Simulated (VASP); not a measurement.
# N (P6_3/mmc) in VASP: notebook

N is run at these levels: PBEsol; tasks: single point.

Everything below comes from runs of VASP 6.6.1. Logs are shortened: lines on timing, memory, paths and dates and some standing lists are left out, and cuts for length are marked.

## (1) The cell of the first run

Symmetry: P6_3/mmc, No. 194, hexagonal system. Conventional cell: a = 2.540 Å, b = 2.540 Å, c = 2.466 Å, α = 90.00°, β = 90.00°, γ = 120.00°. Within 2.5 Å of N (site symmetry -6m2) lie 8 N at 1.92 to 2.47 Å.

## (2) Single point, PBEsol

File INCAR:

```
SYSTEM = N
PREC = Accurate
ENCUT = 520
EDIFF = 1E-6
ISMEAR = -1
SIGMA = 0.1
LREAL = .FALSE.
LASPH = .TRUE.
NELM = 60
ALGO = Normal
ISIF = 2
LWAVE = .FALSE.
LCHARG = .FALSE.
GGA = PS
NBANDS = 12
```

File KPOINTS:

```
Automatic mesh
0
G
  8 8 7
  0 0 0
```

File POSCAR:

```
N
1.0
    2.5402970435      0.0000000000      0.0000000000
   -1.2701485217      2.1999612806      0.0000000000
    0.0000000000      0.0000000000      2.4662178093
N
2
Direct
    0.6666666667      0.3333333333      0.2500000000
    0.3333333333      0.6666666667      0.7500000000
```

Potentials or basis: VASP PAW PBE potentials, release 64 (N).

Started as:

```console
cat potpaw_PBE.64/N/POTCAR > POTCAR
mpirun -np 1 vasp_std > vasp.out
```

OUTCAR:

```text
SYSTEM = N
   PREC = Accurate
   ENCUT = 520
   EDIFF = 1E-6
   ISMEAR = -1
   LREAL = .FALSE.
   LASPH = .TRUE.
   NELM = 60
   ISIF = 2
   GGA = PS

 ion  position               nearest neighbor table
   1  0.667  0.333  0.250-
   2  0.333  0.667  0.750-

  LATTYP: Found a hexagonal cell.
 ALAT       =     2.5402970435
 C/A-ratio  =     0.9708383575

  Lattice vectors:

 A1 = (   2.5402970435,   0.0000000000,   0.0000000000)
 A2 = (  -1.2701485217,   2.1999612806,   0.0000000000)
 A3 = (   0.0000000000,   0.0000000000,   2.4662178093)

Analysis of symmetry for initial positions (statically):
=====================================================================
 Subroutine PRICEL returns:
 Original cell was already a primitive cell.

 Routine SETGRP: Setting up the symmetry group for a
 hexagonal supercell.

 Subroutine GETGRP returns: Found 24 space group operations
 (whereof 12 operations were pure point group operations)
 out of a pool of 24 trial point group operations.

The static configuration has the point symmetry D_3d.
 The point group associated with its full space group is D_6h.

Analysis of symmetry for dynamics (positions and initial velocities):
=====================================================================
 Subroutine PRICEL returns:
 Original cell was already a primitive cell.

 Routine SETGRP: Setting up the symmetry group for a
 hexagonal supercell.

 Subroutine GETGRP returns: Found 24 space group operations
 (whereof 12 operations were pure point group operations)
 out of a pool of 24 trial point group operations.

The dynamic configuration has the point symmetry D_3d.
 The point group associated with its full space group is D_6h.

 Subroutine INISYM returns: Found 24 space group operations
 (whereof 12 operations are pure point group operations),
 and found     1 'primitive' translations

----------------------------------------------------------------------------------------

                                     Primitive cell

  volume of cell :      13.7826

  direct lattice vectors                    reciprocal lattice vectors
     2.540297043  0.000000000  0.000000000     0.393654751  0.227276727  0.000000000
    -1.270148522  2.199961281  0.000000000     0.000000000  0.454553455  0.000000000
     0.000000000  0.000000000  2.466217809     0.000000000  0.000000000  0.405479190

  length of vectors
     2.540297043  2.540296617  2.466217809     0.454553378  0.454553455  0.405479190

  position of ions in fractional coordinates (direct lattice)
     0.666666667  0.333333333  0.250000000
     0.333333333  0.666666667  0.750000000

  ion indices of the primitive-cell ions
   primitive index   ion index
                 1           1
                 2           2

----------------------------------------------------------------------------------------

 KPOINTS: Automatic mesh

Automatic generation of k-mesh.
 Grid dimensions read from file:
 generate k-points for:    8    8    7

 Generating k-lattice:

  Cartesian coordinates                     Fractional coordinates (reciprocal lattice)
     0.049206844  0.028409591  0.000000000     0.125000000  0.000000000  0.000000000
     0.000000000  0.056819182  0.000000000     0.000000000  0.125000000  0.000000000
     0.000000000  0.000000000  0.057925599     0.000000000  0.000000000  0.142857143

  Length of vectors
     0.056819172  0.056819182  0.057925599

  Shift w.r.t. Gamma in fractional coordinates (k-lattice)
     0.000000000  0.000000000  0.000000000

 Subroutine IBZKPT returns following result:
 ===========================================

 Found     40 irreducible k-points:

 Following reciprocal coordinates:
            Coordinates               Weight
  0.000000  0.000000  0.000000      1.000000
  0.125000  0.000000  0.000000      6.000000
  0.250000  0.000000  0.000000      6.000000
  0.375000  0.000000  0.000000      6.000000
  0.500000  0.000000  0.000000      3.000000
  0.125000  0.125000  0.000000      6.000000
[... 16 lines left out ...]
  0.250000  0.000000  0.285714     12.000000
  0.375000  0.000000  0.285714     12.000000
 [... further k-points ...]
   k-points           NKPTS =     40   k-points in BZ     NKDIM =     40   number of bands    NBANDS=     12
   number of dos      NEDOS =    301   number of ions     NIONS =      2
   total plane-waves  NPLWV =   7200
   dimension x,y,z NGX =    20 NGY =   20 NGZ =   18
   dimension x,y,z NGXF=    40 NGYF=   40 NGZF=   36
   ions per type =               2
   NGX,Y,Z   is equivalent  to a cutoff of  13.09, 13.09, 12.13 a.u.
   NGXF,Y,Z  is equivalent  to a cutoff of  26.18, 26.18, 24.27 a.u.
 SYSTEM =  N
   PREC   = accura    normal or accurate (medium, high low for compatibility)
   ISTART =      0    job   : 0-new  1-cont  2-samecut
   ICHARG =      2    charge: 1-file 2-atom 10-const
   ISPIN  =      1    spin polarized calculation?
   LNONCOLLINEAR =      F non collinear calculations
   LSORBIT =      F    spin-orbit coupling
   LASPH  =      T    aspherical Exc in radial PAW
   ENCUT  =  520.0 eV  38.22 Ry    6.18 a.u.   4.72  4.72  4.59*2*pi/ulx,y,z
   NELM   =     60;   NELMIN=  2; NELMDL= -5     # of ELM steps
   EDIFF  = 0.1E-05   stopping-criterion for ELM
   LREAL  =      F    real-space projection
   EDIFFG = 0.1E-04   stopping-criterion for IOM
   NSW    =      0    number of steps for IOM
   IBRION =     -1    ionic relax: 0-MD 1-quasi-New 2-CG
   NFREE  =      0    steps in history (QN), initial steepest desc. (CG)
   ISIF   =      2    stress and relaxation
   ISYM   =      2    0-nonsym 1-usesym 2-fastsym
   POTIM  = 0.5000    time-step for ionic-motion
   TEBEG  =    0.0;   TEEND  =   0.0 temperature during run
   PSTRESS=    0.0 pullay stress
   NELECT =      10.0000    total number of electrons
   NUPDOWN=      -1.0000    fix difference up-down
   EMIN   =  10.00;   EMAX   =-10.00  energy-range for DOS
   EFERMI =   0.00;   METHOD = LEGACY
   ISMEAR =    -1;   SIGMA  =   0.10  broadening in eV -4-tet -1-fermi 0-gaus
   EFERMI_NEDOS =   21; number of points for ismear=-14 and -15
   IALGO  =     38    algorithm
   IMIX   =      4    mixing-type and parameters
     AMIX     =   0.40;   BMIX     =  1.00
     AMIX_MAG =   1.60;   BMIX_MAG =  1.00
  volume/ion in A,a.u.               =       6.89        46.50
  Fermi-wavevector in a.u.,A,eV,Ry     =   1.471063  2.779905 29.443353  2.164025
  Thomas-Fermi vector in A             =   2.586244
   LORBIT       =      0    0 simple, 1 ext, 2 COOP (PROOUT), +10 PAW based schemes
   GGA     = PS    functional components
   LHFCALC =     F    Hartree Fock is set to
   AEXX    =    0.0000 exact exchange contribution
   IVDW    =     0    specifies the selected vdW correction
   LEPSILON=     F    determine dielectric tensor
   LRPA    =     F    only Hartree local field effects (RPA)
 non-spin polarized calculation
  energy-cutoff  :      520.00
  volume of cell :       13.78
 maximum number of plane-waves:       393
 NGX is ok and might be reduce to    20
   NGX =  9   NGY =  9   NGZ =  9

 number of electron      10.0000001 magnetization

 Free energy of the ion-electron system (eV)
  ---------------------------------------------------
  ext. energy  EPLUGINS =         0.00000000
  ---------------------------------------------------
  free energy    TOTEN  =       -10.47523336 eV

  energy without entropy =      -10.45449075  energy(sigma->0) =      -10.46486205

 E-fermi :   6.6014     XC(G=0): -13.1372

 val. band max:        6.5914683860   @ k =   0.0000   0.0000   0.4286
 cond. band min:       6.6123563790   @ k =   0.1250   0.1250   0.2857
 fundamental gap:      0.0208879930
 Fermi energy:         6.6013597248

 k-point     1 :       0.0000    0.0000    0.0000
  band No.  band energies     occupation
      1     -15.1077      2.00000
      2       0.8225      2.00000
      3       1.9478      2.00000
      4       4.3452      2.00000
      5       4.3452      2.00000
      6       9.4056      0.00000
      7       9.4056      0.00000
      8      12.6312      0.00000
      9      20.9320      0.00000
     10      24.1948      0.00000
     11      31.5731      0.00000
     12      31.5731      0.00000

 k-point     2 :       0.1250    0.0000    0.0000
  band No.  band energies     occupation
      1     -14.7383      2.00000
      2      -0.2619      2.00000
      3       2.2477      2.00000
      4       3.8031      2.00000
      5       4.3835      2.00000
      6       9.2611      0.00000
      7       9.9210      0.00000
      8      12.1613      0.00000
      9      21.7746      0.00000
     10      23.9337      0.00000
     11      32.1606      0.00000
     12      32.1929      0.00000

 k-point     3 :       0.2500    0.0000    0.0000
  band No.  band energies     occupation
      1     -13.6529      2.00000
      2      -2.8383      2.00000
      3       2.8066      2.00000
      4       3.1049      2.00000
      5       4.4168      2.00000
      6       9.0834      0.00000
      7      10.8102      0.00000
      8      10.9098      0.00000
      9      21.9992      0.00000
     10      24.9302      0.00000
     11      33.6361      0.00000
     12      34.1954      0.00000
[... 286 lines left out ...]
 k-point    23 :       0.2500    0.0000    0.2857
  band No.  band energies     occupation
      1     -12.0691      2.00000
      2      -4.7164      2.00000
      3       0.1300      2.00000
      4       4.1231      2.00000
      5       5.6644      1.99983
      6       8.5947      0.00000
      7       9.1562      0.00000
      8      11.4309      0.00000
      9      23.3807      0.00000
     10      27.9735      0.00000
     11      30.4403      0.00000
     12      31.9118      0.00000

 k-point    24 :       0.3750    0.0000    0.2857
  band No.  band energies     occupation
      1     -10.4377      2.00000
      2      -5.0681      2.00000
      3      -1.2622      2.00000
      4       3.4405      2.00000
      5       3.5015      2.00000
      6       8.4760      0.00000
      7       9.1943      0.00000
      8      11.7046      0.00000
      9      23.0392      0.00000
     10      28.1993      0.00000
     11      31.7978      0.00000
     12      34.9844      0.00000

 [... further k-points ...]
[... 5 lines left out ...]
  --------------------------------------------------------------------------------------
  -------------------------------------------------------------------------------------
  Total       -0.1567499     -0.1567498     -1.3637514     -0.0000000     -0.0000000      0.0000000
  in kB      -18.2216135    -18.2216053   -158.5312329     -0.0000000     -0.0000000      0.0000000
  external PRESSURE =     -64.9914839 kB  Pullay stress =       0.0000000 kB

 VOLUME and BASIS-vectors are now :
 -----------------------------------------------------------------------------
  energy-cutoff  :      520.00
  volume of cell :       13.78
      direct lattice vectors                 reciprocal lattice vectors
     2.540297043  0.000000000  0.000000000     0.393654751  0.227276727  0.000000000
    -1.270148522  2.199961281  0.000000000     0.000000000  0.454553455  0.000000000
     0.000000000  0.000000000  2.466217809     0.000000000  0.000000000  0.405479190

 POSITION                                       TOTAL-FORCE (eV/Angst)
 -----------------------------------------------------------------------------------
      1.27015      0.73332      0.61655         0.000000      0.000000      0.000000
     -0.00000      1.46664      1.84966        -0.000000     -0.000000      0.000000
 -----------------------------------------------------------------------------------
    total drift:                               -0.000000      0.000000     -0.000000

  FREE ENERGIE OF THE ION-ELECTRON SYSTEM (eV)
  ---------------------------------------------------
  free  energy   TOTEN  =       -10.4752333568 eV

  energy  without entropy=      -10.4544907520  energy(sigma->0) =      -10.46486205
```

It took 11 s on 1 thread of AMD EPYC 7R13, shared host; peak memory 0.09 GiB.

What came out:

* Free energy: -10.4752 eV
* Pressure: -6.5 GPa
* Band gap on the k mesh: zero (band 5 reaches 7.76 eV, above the bottom of band 6 at 4.55 eV)

Stress tensor (GPa, compression positive):
```
 -1.82   0.00   0.00
  0.00  -1.82   0.00
  0.00   0.00 -15.85
```

Caveat: the k points lie up to 0.36 Å⁻¹ apart; the PAW data sets were made with another functional, which shifts forces and pressure a little.

## (3) Single point, PBEsol

This run uses another cell than the first one, of 7.06 Å³/atom, 1.024 times its volume.

File INCAR:

```
PREC     = Accurate       # precision mode
ENCUT    = 520            # plane-wave cutoff, eV
EDIFF    = 1E-6           # SCF threshold, eV
ISMEAR   = -1             # smearing method
SIGMA    = 0.1            # smearing width, eV
LREAL    = False          # projectors in reciprocal space
LASPH    = True           # aspherical terms in the spheres
NELM     = 60             # most SCF steps
ALGO     = Normal         # electronic algorithm
ISIF     = 2              # what is computed and relaxed
LWAVE    = False          # write WAVECAR
LCHARG   = False          # write CHGCAR
GGA      = PS             # functional
NBANDS   = 12             # bands
```

File KPOINTS:

```
Automatic mesh
0
Gamma
  8 8 7
```

File POSCAR:

```
N
1.0
    2.5607841947      0.0000000000      0.0000000000
   -1.2803920973      2.2177036700      0.0000000000
    0.0000000000      0.0000000000      2.4861075216
N
2
Direct
    0.6666666667      0.3333333333      0.2500000000
    0.3333333333      0.6666666667      0.7500000000
```

Potentials or basis: VASP PAW PBE potentials, release 64 (N).

Started as:

```console
cat potpaw_PBE.64/N/POTCAR > POTCAR
mpirun -np 1 vasp_std > vasp.out
```

Wall time 12 s (1 thread of AMD EPYC 7R13, shared host); peak memory 0.09 GiB.

The run converged. Its results:

* Free energy: -10.4575 eV
* Pressure: -10.9 GPa
* Band gap on the k mesh: zero (band 5 reaches 7.27 eV, above the bottom of band 6 at 4.30 eV)

Stress tensor (GPa, compression positive):
```
 -6.08   0.00   0.00
  0.00  -6.08   0.00
  0.00   0.00 -20.64
```

Levels at points of the mesh, in eV from the Fermi level:
| k point | band 2 | band 3 | band 4 | band 5 | band 6 | band 7 | band 8 | band 9 |
| --- | --- | --- | --- | --- | --- | --- | --- | --- |
| (0.00, 0.00, 0.00) | -5.96 | -4.51 | -2.17 | -2.17 | 2.77 | 2.77 | 5.88 | 14.34 |
| (0.50, 0.00, 0.00) | -14.04 | -4.69 | -2.32 | -1.36 | 1.70 | 2.57 | 4.89 | 13.38 |

Caveat: the k points lie up to 0.36 Å⁻¹ apart; the PAW data sets were made with another functional, which shifts forces and pressure a little.
